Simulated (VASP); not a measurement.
CuI, 2 atoms in the cell. Symmetry: F-43m, No. 216, cubic system. The conventional cell has a = 5.972 Å, b = 5.972 Å, c = 5.972 Å, α = 90.00°, β = 90.00°, γ = 90.00°. Cu (site symmetry -43m) has 4 I at 2.59 Å within 3.4 Å. Within 3.4 Å of I (site symmetry -43m) lie 4 Cu at 2.59 Å. 

* Program: VASP 6.6.1
* Task: single point
* Functional: PBE
* Dispersion: D3(BJ)
* Potentials or basis: VASP PAW PBE potentials, release 64 (Cu, I)
* Cutoff: 520 eV
* k mesh: 6 × 6 × 6
* Occupations: gaussian, width 0.01 eV
* Spin: no spin polarisation
* Dipole correction: no
* Further INCAR settings: ALGO = Normal; EDIFF = 1e-07; NBANDS = 16

Potentials or basis: VASP PAW PBE potentials, release 64 (Cu, I).

Command:

```console
$ cat potpaw_PBE.64/Cu/POTCAR potpaw_PBE.64/I/POTCAR > POTCAR
$ mpirun -np 1 vasp_std > vasp.out
```

Hardware: 1 thread of Intel(R) Xeon(R) Platinum 8559C (Emerald Rapids), with other jobs on the host.

**Question.** Estimate the wall time of this run.

**Answer.** Wall time 11 s on 1 thread of Intel(R) Xeon(R) Platinum 8559C (Emerald Rapids) (shared host), peak memory 0.18 GiB. Counts: scf iterations 15, k points 16.
